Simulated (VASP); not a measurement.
## Mg3B: relaxation of cell and atoms with PBE

Mg3B:

```
Mg B
1.0
     4.04749    0.00000    0.00000
     0.00000    4.04749    0.00000
     0.00000    0.00000    4.04749
Mg B
3 1
Direct
  0.00000 0.50000 0.50000
  0.50000 0.00000 0.50000
  0.50000 0.50000 0.00000
  0.00000 0.00000 0.00000
```

* Program: VASP 6.6.1
* Task: relaxation of cell and atoms
* Functional: PBE
* Potentials or basis: VASP PAW PBE potentials, release 64 (Mg, B)
* Cutoff: 600 eV
* k mesh: 12 × 12 × 12
* Occupations: gaussian, width 0.1 eV
* Spin: no spin polarisation
* Dipole correction: no
* Further INCAR settings: ALGO = Normal; EDIFF = 1e-06; IBRION = 2; EDIFFG = -0.01; NSW = 100; ISIF = 3

The relaxed volume is 16.51 Å³/atom. The relaxed cell is a = 4.042 Å, b = 4.042 Å, c = 4.042 Å, α = 90.00°, β = 90.00°, γ = 90.00° and the space group after relaxing (to 0.1 Å) is Pm-3m (No. 221). The energy gained by relaxing is 0.1 meV/atom and the ionic steps are 2. The pressure after relaxing is -0.1 GPa.

Step by step:
```csv
step,energy change (eV),largest force (eV/Å),pressure (GPa),volume (Å³)
1,0.0000,0.0000,-0.25,66.31
2,-0.0002,0.0000,-0.05,66.06
```

Final structure:
```
Mg B
1.0
     4.04245    0.00000    0.00000
     0.00000    4.04245    0.00000
     0.00000    0.00000    4.04245
Mg B
3 1
Direct
  0.00000 0.50000 0.50000
  0.50000 0.00000 0.50000
  0.50000 0.50000 0.00000
  0.00000 0.00000 0.00000
```

Levels at points of the mesh, in eV from the Fermi level:
```
           k point  band 1  band 2  band 3  band 4  band 5  band 6  band 7  band 8
(0.00, 0.00, 0.00)   -8.74   -1.67   -0.90   -0.90   -0.90    2.21    2.21    5.49
(0.50, 0.00, 0.00)   -7.16   -5.92    0.12    0.12    1.05    1.60    2.42    2.42
(0.50, 0.50, 0.00)   -5.99   -3.89   -3.89   -3.60    0.83    3.70    4.04    4.66
(0.50, 0.50, 0.50)   -5.05   -2.52   -2.52   -2.52   -2.11   -0.51   -0.51   -0.51
```

It took 28 s on 1 thread of Intel(R) Xeon(R) 6975P-C (Granite Rapids) (shared host), peak memory 0.22 GiB.

Caveat: the highest band is partly filled, so the run has too few bands.
